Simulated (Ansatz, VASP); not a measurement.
## LiBr: VASP beside Ansatz

INCAR

```
PREC = Accurate ; ENCUT = 750
EDIFF = 1E-6 ; ISMEAR = -1
SIGMA = 0.05 ; LREAL = False
LASPH = True ; NELM = 120
ALGO = Normal ; ISIF = 2
LWAVE = False ; LCHARG = False
GGA = PE ; NBANDS = 12
GGA_COMPAT = False
```

KPOINTS

```
regular mesh
0
Gamma
  13 13 13
```

POSCAR

```
LiBr
1.0
    0.0000000000      2.0297481050      2.0297481050
    2.0297481050      0.0000000000      2.0297481050
    2.0297481050      2.0297481050      0.0000000000
Li Br
1 1
Direct
    0.0000000000      0.0000000000      0.0000000000
    0.5000000000      0.5000000000      0.5000000000
```

Input for Ansatz:

```yaml
crystal:
  lattice:
    - [0.0, 2.029748105, 2.029748105]
    - [2.029748105, 0.0, 2.029748105]
    - [2.029748105, 2.029748105, 0.0]
  atoms:
    - { symbol: Li, position: [0.0, 0.0, 0.0] }
    - { symbol: Br, position: [0.5, 0.5, 0.5] }
kpoints:
  mp_grid: { grid: [13, 13, 13] }
scf:
  occupations: { method: fermi_dirac, width: 0.05 }
hamiltonian:
  xc: pbe
  pseudopotentials: { kind: nc }
output:
  forces: true
  stress: true
  eigenvalues: true
```

Change from the starting cell: volume scaled by 0.4, norm-conserving files.

Alike in both runs: task single point; functional PBE; k mesh 13 × 13 × 13; occupations fermi-dirac, width 0.05 eV; no spin polarisation.

```csv
,VASP,Ansatz
version,VASP 6.6.1,Ansatz 0.2.0
potentials or method,"VASP PAW PBE potentials, release 64 (Li_sv, Br)","norm-conserving pseudopotentials, scalar-relativistic"
plane-wave cutoff (eV),750,1034
valence electrons in the cell,10,10
```

|  | VASP | Ansatz | Ansatz less VASP |
| --- | --- | --- | --- |
| gap on the k mesh at the Fermi level (eV) | 2.98 | 2.99 | +0.008 |
| pressure (GPa) | 171.5 | 170.1 | -1.44 |

Both programs put the cell under a high pressure, so it lies far from rest at this level.

Noted on VASP's run: the cell as given lies far from equilibrium.
